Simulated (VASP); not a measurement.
# Li (Fm-3m) in VASP: settings compared, part 2 of 2

VASP 6.6.1. Earlier steps stand in the parts before.

**5. Single point, PBE (10.10 Å³/atom)**

This run uses another cell than the first one, of 10.10 Å³/atom.

File INCAR:

```
SYSTEM = Li
ALGO = Normal
EDIFF = 1E-7
ENCUT = 520
GGA = PE
ISIF = 2
ISMEAR = -1
LASPH = .TRUE.
LCHARG = .FALSE.
LREAL = .FALSE.
LWAVE = .FALSE.
NBANDS = 8
NELM = 80
PREC = Accurate
SIGMA = 0.08
```

File KPOINTS:

```
k-points
0
G
  17 17 17
  0 0 0
```

File POSCAR:

```
Li
1.0
    0.0000000000      1.7154021332      1.7154021332
    1.7154021332      0.0000000000      1.7154021332
    1.7154021332      1.7154021332      0.0000000000
Li
1
Direct
    0.0000000000      0.0000000000      0.0000000000
```

Potentials or basis: VASP PAW PBE potentials, release 64 (Li_sv).

Command:

```bash
cat potpaw_PBE.64/Li_sv/POTCAR > POTCAR
mpirun -np 1 vasp_std > vasp.out
```

OUTCAR:

```text
SYSTEM = Li
   EDIFF = 1E-7
   ENCUT = 520
   GGA = PE
   ISIF = 2
   ISMEAR = -1
   LASPH = .TRUE.
   LREAL = .FALSE.
   NELM = 80
   PREC = Accurate

 ion  position               nearest neighbor table
   1  0.000  0.000  0.000-

  LATTYP: Found a face centered cubic cell.
 ALAT       =     3.4308042664

  Lattice vectors:

 A1 = (   0.0000000000,   1.7154021332,   1.7154021332)
 A2 = (   1.7154021332,   0.0000000000,   1.7154021332)
 A3 = (   1.7154021332,   1.7154021332,   0.0000000000)

Analysis of symmetry for initial positions (statically):
=====================================================================
 Subroutine PRICEL returns:
 Original cell was already a primitive cell.

 Routine SETGRP: Setting up the symmetry group for a
 face centered cubic supercell.

 Subroutine GETGRP returns: Found 48 space group operations
 (whereof 48 operations were pure point group operations)
 out of a pool of 48 trial point group operations.

The static configuration has the point symmetry O_h .

Analysis of symmetry for dynamics (positions and initial velocities):
[... 161 lines left out ...]
 fundamental gap:      0.0358098422
 Fermi energy:         3.2707341880

 k-point     1 :       0.0000    0.0000    0.0000
  band No.  band energies     occupation
      1     -42.4510      2.00000
      2      -0.8129      2.00000
      3      26.5506      0.00000
      4      26.5506      0.00000
      5      26.5506      0.00000
      6      31.8257      0.00000
      7      31.8257      0.00000
      8      31.8257      0.00000
[... 243 lines left out ...]
 k-point    24 :      -0.1176    0.0588    0.0000
  band No.  band energies     occupation
      1     -42.4071      2.00000
      2      -0.3886      2.00000
      3      21.5518      0.00000
      4      23.8283      0.00000
      5      26.5225      0.00000
      6      30.7111      0.00000
      7      32.8388      0.00000
      8      34.8469      0.00000

 [... further k-points ...]

------------------------ aborting loop because EDIFF is reached ----------------------------------------

  FORCE on cell =-STRESS in cart. coord.  units (eV):
  Direction    XX          YY          ZZ          XY          YZ          ZX
  --------------------------------------------------------------------------------------
  -------------------------------------------------------------------------------------
  Total        1.9210672      1.9210672      1.9210672     -0.0000000     -0.0000000      0.0000000
  in kB      304.8774592    304.8774592    304.8774592     -0.0000000     -0.0000000      0.0000000
  external PRESSURE =     304.8774592 kB  Pullay stress =       0.0000000 kB

 VOLUME and BASIS-vectors are now :
 -----------------------------------------------------------------------------
  energy-cutoff  :      520.00
  volume of cell :       10.10
      direct lattice vectors                 reciprocal lattice vectors
     0.000000000  1.715402133  1.715402133    -0.291476844  0.291476844  0.291476844
     1.715402133  0.000000000  1.715402133     0.291476844 -0.291476844  0.291476844
     1.715402133  1.715402133  0.000000000     0.291476844  0.291476844 -0.291476844

 POSITION                                       TOTAL-FORCE (eV/Angst)
 -----------------------------------------------------------------------------------
      0.00000      0.00000      0.00000         0.000000      0.000000      0.000000
 -----------------------------------------------------------------------------------
    total drift:                                0.000000     -0.000000      0.000000

  FREE ENERGIE OF THE ION-ELECTRON SYSTEM (eV)
  ---------------------------------------------------
  free  energy   TOTEN  =        -1.3269713667 eV

  energy  without entropy=       -1.3176192897  energy(sigma->0) =       -1.32229533
```

OSZICAR:

```text
N       E                     dE             d eps       ncg     rms          rms(c)
DAV:   1     0.232516348639E+00    0.23252E+00   -0.82394E+02  2792   0.285E+02
DAV:   2    -0.129996996836E+01   -0.15325E+01   -0.14652E+01  3832   0.314E+01
DAV:   3    -0.130896771620E+01   -0.89977E-02   -0.89146E-02  2984   0.197E+00
DAV:   4    -0.130900913586E+01   -0.41420E-04   -0.41420E-04  4176   0.941E-02
DAV:   5    -0.130900917088E+01   -0.35017E-07   -0.35421E-07  3104   0.126E-03    0.990E-01
DAV:   6    -0.131931031105E+01   -0.10301E-01   -0.23265E-03  2816   0.229E-01    0.633E-01
DAV:   7    -0.132696472913E+01   -0.76544E-02   -0.81270E-03  2672   0.426E-01    0.411E-02
DAV:   8    -0.132696936631E+01   -0.46372E-05   -0.56557E-05  3472   0.480E-02    0.733E-03
DAV:   9    -0.132697112668E+01   -0.17604E-05   -0.32034E-06  3304   0.164E-02    0.914E-04
DAV:  10    -0.132697141946E+01   -0.29278E-06   -0.12764E-07  3816   0.249E-03    0.513E-04
DAV:  11    -0.132697136666E+01    0.52803E-07   -0.11749E-08  2944   0.917E-04
   1 F= -.13269714E+01 E0= -.13222953E+01  d E =-.935208E-02
```

Run time: 8.4 s. Hardware: 1 thread of Intel Xeon Platinum 8488C (Sapphire Rapids), shared host; peak memory 0.11 GiB.

What came out:

| Quantity | Value |
| --- | --- |
| Free energy | -1.3270 eV |
| Band gap on the k mesh | zero (an odd number of electrons rules out a gap without spin polarisation) |

Caveat: the cutoff is under 1.25 times the usual one of these potentials, so pressure, stress and relaxed cells hold a basis-set (Pulay) error.

**6. The runs side by side**

```csv
level,cell,gap on the mesh (eV)
PBE,"a = 2.252 Å, angles 60.0°, 1 atom",none
revPBE,"a = 2.252 Å, angles 60.0°, 1 atom",none
PBE,"a = 2.426 Å, angles 60.0°, 1 atom",none
```

Alike in all rows: task single point; potentials or basis VASP PAW PBE potentials, release 64 (Li_sv); no spin polarisation; k mesh 17 × 17 × 17; cutoff (eV) 520; smearing fermi-dirac 0.08 eV.

Caveats: the cutoff is under 1.25 times the usual one of these potentials, so pressure, stress and relaxed cells hold a basis-set (Pulay) error; the PAW data sets were made with another functional, which shifts forces and pressure a little (at least some runs).

Total energies depend on the potentials used, so only differences within one code and one set of settings carry meaning.

The gap in the log of VASP goes by the Fermi energy; the results here count the filled bands.